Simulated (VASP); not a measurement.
# Ca (Immm) in VASP: single point with PBEsol

Aim: the single point of Ca with PBEsol.

Program: VASP 6.6.1. These are calculated values, not measurements. Logs are shortened: lines on timing, memory, paths and dates and some standing lists are left out, and cuts for length are marked.

### Step 1. The cell of the first run

The structure is orthorhombic, space group Immm (No. 71). The conventional cell has a = 4.193 Å, b = 4.203 Å, c = 4.891 Å, α = 90.00°, β = 90.00°, γ = 90.00°. Ca (site symmetry mmm) has 14 Ca at 3.85 to 4.89 Å within 5.0 Å.

### Step 2. Single point, PBEsol

The input, INCAR:

```
ALGO = Normal ; EDIFF = 1E-7
ENCUT = 520 ; GGA = PS
ISIF = 2 ; ISMEAR = 0
LASPH = T ; LCHARG = F
LREAL = F ; LWAVE = F
NBANDS = 11 ; NELM = 100
PREC = Accurate ; SIGMA = 0.1
```

The input, KPOINTS:

```
k-points
0
Gamma
  6 6 6
```

The input, POSCAR:

```
Ca
1.0
   -2.0964874600      2.1017318100      2.4453524600
    2.0964874600     -2.1017318100      2.4453524600
    2.0964874600      2.1017318100     -2.4453524600
Ca
1
Direct
    0.5000000000      0.5000000000      0.0000000000
```

Potentials or basis: VASP PAW PBE potentials, release 64 (Ca_sv).

Started as:

```bash
> cat potpaw_PBE.64/Ca_sv/POTCAR > POTCAR
> mpirun -np 1 vasp_std > vasp.out
```

OUTCAR:

```text
EDIFF = 1E-7
   ENCUT = 520
   GGA = PS
   ISIF = 2
   ISMEAR = 0
   LASPH = T
   LREAL = F
   NELM = 100
   PREC = Accurate

 ion  position               nearest neighbor table
   1  0.500  0.500  0.000-

  LATTYP: Found a body centered orthorhombic cell.
 ALAT       =     4.1929749200
 B/A-ratio  =     1.0025014936
 C/A-ratio  =     1.1664045250

  Lattice vectors:

 A1 = (  -2.0964874600,   2.1017318100,   2.4453524600)
 A2 = (   2.0964874600,  -2.1017318100,   2.4453524600)
 A3 = (   2.0964874600,   2.1017318100,  -2.4453524600)

Analysis of symmetry for initial positions (statically):
=====================================================================
 Subroutine PRICEL returns:
 Original cell was already a primitive cell.

 Routine SETGRP: Setting up the symmetry group for a
 body centered orthorhombic supercell.

 Subroutine GETGRP returns: Found  8 space group operations
 (whereof  8 operations were pure point group operations)
 out of a pool of  8 trial point group operations.

The static configuration has the point symmetry D_2h.

Analysis of symmetry for dynamics (positions and initial velocities):
=====================================================================
 Subroutine PRICEL returns:
 Original cell was already a primitive cell.

 Routine SETGRP: Setting up the symmetry group for a
 body centered orthorhombic supercell.

 Subroutine GETGRP returns: Found  8 space group operations
 (whereof  8 operations were pure point group operations)
 out of a pool of  8 trial point group operations.

The dynamic configuration has the point symmetry D_2h.

 Subroutine INISYM returns: Found  8 space group operations
 (whereof  8 operations are pure point group operations),
 and found     1 'primitive' translations

----------------------------------------------------------------------------------------

                                     Primitive cell

  volume of cell :      43.0994

  direct lattice vectors                    reciprocal lattice vectors
    -2.096487460  2.101731810  2.445352460     0.000000000  0.237899050  0.204469502
     2.096487460 -2.101731810  2.445352460     0.238494153  0.000000000  0.204469502
     2.096487460  2.101731810 -2.445352460     0.238494153  0.237899050  0.000000000

  length of vectors
     3.846073962  3.846073962  3.846073962     0.313693696  0.314145250  0.336861127

  position of ions in fractional coordinates (direct lattice)
     0.500000000  0.500000000  0.000000000

  ion indices of the primitive-cell ions
   primitive index   ion index
                 1           1

----------------------------------------------------------------------------------------

 KPOINTS: k-points

Automatic generation of k-mesh.
 Grid dimensions read from file:
 generate k-points for:    6    6    6

 Generating k-lattice:

  Cartesian coordinates                     Fractional coordinates (reciprocal lattice)
     0.000000000  0.039649842  0.034078250     0.166666667  0.000000000  0.000000000
     0.039749025  0.000000000  0.034078250     0.000000000  0.166666667  0.000000000
     0.039749025  0.039649842  0.000000000     0.000000000  0.000000000  0.166666667

  Length of vectors
     0.052282283  0.052357542  0.056143521

  Shift w.r.t. Gamma in fractional coordinates (k-lattice)
     0.000000000  0.000000000  0.000000000

 Subroutine IBZKPT returns following result:
 ===========================================

 Found     46 irreducible k-points:

 Following reciprocal coordinates:
            Coordinates               Weight
  0.000000  0.000000  0.000000      1.000000
  0.166667  0.000000  0.000000      4.000000
  0.333333  0.000000  0.000000      4.000000
  0.500000 -0.000000  0.000000      2.000000
 -0.000000  0.166667  0.000000      4.000000
  0.166667  0.166667  0.000000      8.000000
[... 16 lines left out ...]
 -0.166667  0.166667  0.166667      2.000000
  0.166667  0.333333  0.166667      4.000000
 [... further k-points ...]
   k-points           NKPTS =     46   k-points in BZ     NKDIM =     46   number of bands    NBANDS=     11
   number of dos      NEDOS =    301   number of ions     NIONS =      1
   total plane-waves  NPLWV =  27000
   dimension x,y,z NGX =    30 NGY =   30 NGZ =   30
   dimension x,y,z NGXF=    60 NGYF=   60 NGZF=   60
   ions per type =               1
   NGX,Y,Z   is equivalent  to a cutoff of  12.97, 12.97, 12.97 a.u.
   NGXF,Y,Z  is equivalent  to a cutoff of  25.93, 25.93, 25.93 a.u.
 SYSTEM =  unknown system
   PREC   = accura    normal or accurate (medium, high low for compatibility)
   ISTART =      0    job   : 0-new  1-cont  2-samecut
   ICHARG =      2    charge: 1-file 2-atom 10-const
   ISPIN  =      1    spin polarized calculation?
   LNONCOLLINEAR =      F non collinear calculations
   LSORBIT =      F    spin-orbit coupling
   LASPH  =      T    aspherical Exc in radial PAW
   ENCUT  =  520.0 eV  38.22 Ry    6.18 a.u.   7.15  7.15  7.15*2*pi/ulx,y,z
   NELM   =    100;   NELMIN=  2; NELMDL= -5     # of ELM steps
   EDIFF  = 0.1E-06   stopping-criterion for ELM
   LREAL  =      F    real-space projection
   EDIFFG = 0.1E-05   stopping-criterion for IOM
   NSW    =      0    number of steps for IOM
   IBRION =     -1    ionic relax: 0-MD 1-quasi-New 2-CG
   NFREE  =      0    steps in history (QN), initial steepest desc. (CG)
   ISIF   =      2    stress and relaxation
   ISYM   =      2    0-nonsym 1-usesym 2-fastsym
   POTIM  = 0.5000    time-step for ionic-motion
   TEBEG  =    0.0;   TEEND  =   0.0 temperature during run
   PSTRESS=    0.0 pullay stress
   NELECT =      10.0000    total number of electrons
   NUPDOWN=      -1.0000    fix difference up-down
   EMIN   =  10.00;   EMAX   =-10.00  energy-range for DOS
   EFERMI =   0.00;   METHOD = LEGACY
   ISMEAR =     0;   SIGMA  =   0.10  broadening in eV -4-tet -1-fermi 0-gaus
   EFERMI_NEDOS =   21; number of points for ismear=-14 and -15
   IALGO  =     38    algorithm
   IMIX   =      4    mixing-type and parameters
     AMIX     =   0.40;   BMIX     =  1.00
     AMIX_MAG =   1.60;   BMIX_MAG =  1.00
  volume/ion in A,a.u.               =      43.10       290.85
  Fermi-wavevector in a.u.,A,eV,Ry     =   1.005969  1.901005 13.768730  1.011973
  Thomas-Fermi vector in A             =   2.138682
   LORBIT       =      0    0 simple, 1 ext, 2 COOP (PROOUT), +10 PAW based schemes
   GGA     = PS    functional components
   LHFCALC =     F    Hartree Fock is set to
   AEXX    =    0.0000 exact exchange contribution
   IVDW    =     0    specifies the selected vdW correction
   LEPSILON=     F    determine dielectric tensor
   LRPA    =     F    only Hartree local field effects (RPA)
 non-spin polarized calculation
 Gauss-broadening in eV      SIGMA  =   0.10
  energy-cutoff  :      520.00
  volume of cell :       43.10
 maximum number of plane-waves:      1177
 NGX is ok and might be reduce to    30
   NGX = 15   NGY = 15   NGZ = 15

 number of electron      10.0000000 magnetization

 Free energy of the ion-electron system (eV)
  ---------------------------------------------------
  ext. energy  EPLUGINS =         0.00000000
  ---------------------------------------------------
  free energy    TOTEN  =        -2.11450442 eV

  energy without entropy =       -2.10547554  energy(sigma->0) =       -2.10998998

 E-fermi :   1.8285     XC(G=0):  -7.7432

 val. band max:        1.8266158575   @ k =   0.3333   0.3333   0.0000
 cond. band min:       1.8619962613   @ k =   0.3333   0.1667   0.1667
 fundamental gap:      0.0353804038
 Fermi energy:         1.8285384109

 k-point     1 :       0.0000    0.0000    0.0000
  band No.  band energies     occupation
      1     -40.0845      2.00000
      2     -21.0806      2.00000
      3     -21.0804      2.00000
      4     -21.0722      2.00000
      5      -2.1833      2.00000
      6       3.9701      0.00000
      7       3.9837      0.00000
      8       4.5724      0.00000
      9       4.6958      0.00000
     10       5.4043      0.00000
     11      11.1888      0.00000

 k-point     2 :       0.1667    0.0000    0.0000
  band No.  band energies     occupation
      1     -40.0812      2.00000
      2     -21.1109      2.00000
      3     -21.0895      2.00000
      4     -21.0759      2.00000
      5      -1.7164      2.00000
      6       3.6905      0.00000
      7       3.9847      0.00000
      8       4.6332      0.00000
      9       4.6771      0.00000
     10       5.2784      0.00000
     11      10.5403      0.00000

 k-point     3 :       0.3333    0.0000    0.0000
  band No.  band energies     occupation
      1     -40.0746      2.00000
      2     -21.1770      2.00000
      3     -21.1073      2.00000
      4     -21.0770      2.00000
      5      -0.4518      2.00000
      6       2.7275      0.00000
      7       3.6688      0.00000
      8       4.6705      0.00000
      9       5.3548      0.00000
     10       5.4486      0.00000
     11       8.0325      0.00000

 k-point     4 :       0.5000   -0.0000    0.0000
  band No.  band energies     occupation
      1     -40.0713      2.00000
      2     -21.2098      2.00000
      3     -21.1162      2.00000
      4     -21.0775      2.00000
      5       0.8571      2.00000
      6       1.6882      1.95288
      7       3.4988      0.00000
      8       4.5837      0.00000
      9       5.5375      0.00000
     10       6.0536      0.00000
     11       6.9774      0.00000
[... 239 lines left out ...]
 k-point    22 :       0.3333    0.1667    0.1667
  band No.  band energies     occupation
      1     -40.0700      2.00000
      2     -21.1754      2.00000
      3     -21.1424      2.00000
      4     -21.1071      2.00000
      5       1.7976      1.33807
      6       1.8620      0.63610
      7       2.6966      0.00000
      8       4.8967      0.00000
      9       5.5768      0.00000
     10       6.2403      0.00000
     11       6.7991      0.00000

 k-point    23 :      -0.1667    0.1667    0.1667
  band No.  band energies     occupation
      1     -40.0775      2.00000
      2     -21.1271      2.00000
      3     -21.0994      2.00000
      4     -21.0978      2.00000
      5      -1.1303      2.00000
      6       3.5384      0.00000
      7       4.1657      0.00000
      8       4.2552      0.00000
      9       4.4297      0.00000
     10       5.5054      0.00000
     11      10.2631      0.00000

 k-point    24 :       0.1667    0.3333    0.1667
  band No.  band energies     occupation
      1     -40.0700      2.00000
      2     -21.1759      2.00000
      3     -21.1416      2.00000
      4     -21.1075      2.00000
      5       1.7980      1.33392
      6       1.8673      0.58398
      7       2.6926      0.00000
      8       4.8987      0.00000
      9       5.5815      0.00000
     10       6.2435      0.00000
     11       6.7967      0.00000

 [... further k-points ...]

------------------------ aborting loop because EDIFF is reached ----------------------------------------

  FORCE on cell =-STRESS in cart. coord.  units (eV):
  Direction    XX          YY          ZZ          XY          YZ          ZX
  --------------------------------------------------------------------------------------
  -------------------------------------------------------------------------------------
  Total       -0.2692217     -0.2777364     -0.2590330     -0.0000000      0.0000000      0.0000000
  in kB      -10.0080549    -10.3245775     -9.6293003     -0.0000000      0.0000000      0.0000000
  external PRESSURE =      -9.9873109 kB  Pullay stress =       0.0000000 kB

 VOLUME and BASIS-vectors are now :
 -----------------------------------------------------------------------------
  energy-cutoff  :      520.00
  volume of cell :       43.10
      direct lattice vectors                 reciprocal lattice vectors
    -2.096487460  2.101731810  2.445352460     0.000000000  0.237899050  0.204469502
     2.096487460 -2.101731810  2.445352460     0.238494153  0.000000000  0.204469502
     2.096487460  2.101731810 -2.445352460     0.238494153  0.237899050  0.000000000

 POSITION                                       TOTAL-FORCE (eV/Angst)
 -----------------------------------------------------------------------------------
      0.00000      0.00000      2.44535         0.000000      0.000000      0.000000
 -----------------------------------------------------------------------------------
    total drift:                                0.000000     -0.000000      0.000000

  FREE ENERGIE OF THE ION-ELECTRON SYSTEM (eV)
  ---------------------------------------------------
  free  energy   TOTEN  =        -2.1145044151 eV

  energy  without entropy=       -2.1054755374  energy(sigma->0) =       -2.10998998
```

Run time: 18 s. Hardware: 1 thread of Intel Xeon Platinum 8488C (Sapphire Rapids), shared host; peak memory 0.17 GiB.

Results:

| Quantity | Value |
| --- | --- |
| Free energy | -2.1145 eV |
| Pressure | -1.0 GPa |
| Band gap on the k mesh | zero (bands 5 and 6 overlap by 0.28 eV) |

Caveat: the PAW data sets were made with another functional, which shifts forces and pressure a little.

The gap in the log of VASP goes by the Fermi energy; the results here count the filled bands.